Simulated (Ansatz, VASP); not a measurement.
**AlN in VASP and in Ansatz**

Contents of INCAR:

```
ALGO     = Normal         # electronic algorithm
EDIFF    = 1E-6           # SCF threshold, eV
ENCUT    = 520            # plane-wave cutoff, eV
GGA      = PE             # functional
ISIF     = 2              # what is computed and relaxed
ISMEAR   = 0              # smearing method
LASPH    = True           # aspherical terms in the spheres
LCHARG   = True           # write CHGCAR
LELF     = True           # ELF
LREAL    = False          # projectors in reciprocal space
LVHAR    = True         
LWAVE    = False          # write WAVECAR
NBANDS   = 16             # bands
NELM     = 100            # most SCF steps
PREC     = Accurate       # precision mode
SIGMA    = 0.05           # smearing width, eV
```

The input KPOINTS:

```
k-points
0
Gamma
  12 12 6
```

The input POSCAR:

```
AlN
1.0
    3.1302395629      0.0000000000      0.0000000000
   -1.5651197815      2.7108669814      0.0000000000
    0.0000000000      0.0000000000      5.0179796548
Al N
2 2
Direct
    0.2982915208      0.6491457604     -0.0044977273
    0.6316248541      0.3158124271      0.4955022727
    0.3333333333      0.6666666667      0.3832712825
    0.6666666667      0.3333333333      0.8832712825
```

Input for Ansatz:

```yaml
crystal:
  lattice:
    - [3.1302395629, 0.0, 0.0]
    - [-1.5651197815, 2.7108669814, 0.0]
    - [0.0, 0.0, 5.0179796548]
  atoms:
    - { symbol: Al, position: [0.2982915208, 0.6491457604, -0.0044977273] }
    - { symbol: Al, position: [0.6316248541, 0.3158124271, 0.4955022727] }
    - { symbol: "N", position: [0.3333333333, 0.6666666667, 0.3832712825] }
    - { symbol: "N", position: [0.6666666667, 0.3333333333, 0.8832712825] }
basis:
  ecutwfc: 420
kpoints:
  mp_grid: { grid: [12, 12, 6] }
hamiltonian:
  xc: pbe
scf:
  occupations: { method: gaussian, width: 0.05 }
output:
  forces: true
  stress: true
  eigenvalues: true
```

Change from the starting cell: all Al atoms moved +0.100 Å, as atom 1 towards its neighbour atom 4 (N) at 1.902 Å.

Alike in both runs: task single point; functional PBE; k mesh 12 × 12 × 6; occupations gaussian, width 0.05 eV; no spin polarisation.

|  | VASP | Ansatz |
| --- | --- | --- |
| version | VASP 6.6.1 | Ansatz 0.2.0 |
| potentials or method | VASP PAW PBE potentials, release 64 (Al, N), cutoff 520 eV | scalar-relativistic, plane waves, PAW |
| valence electrons in the cell | 16 | 16 |

|  | VASP | Ansatz | Ansatz less VASP |
| --- | --- | --- | --- |
| gap on the k mesh at the Fermi level (eV) | 3.88 | 3.87 | -0.009 |
| least direct gap on the mesh (eV) | 3.88 | 3.87 | -0.009 |
| pressure (GPa) | 0.9 | 1.2 | +0.25 |
| traceless stress, the component that is largest in VASP (GPa) | -3.27 | -3.29 | -0.021 |
| rms of the force components (eV/Å) | 0.905 | 0.902 | -0.0034 |

Atom by atom the forces differ by 0.004 eV/Å (rms over components). The functional is the same, so the differences come from potentials, cutoffs and numerics.
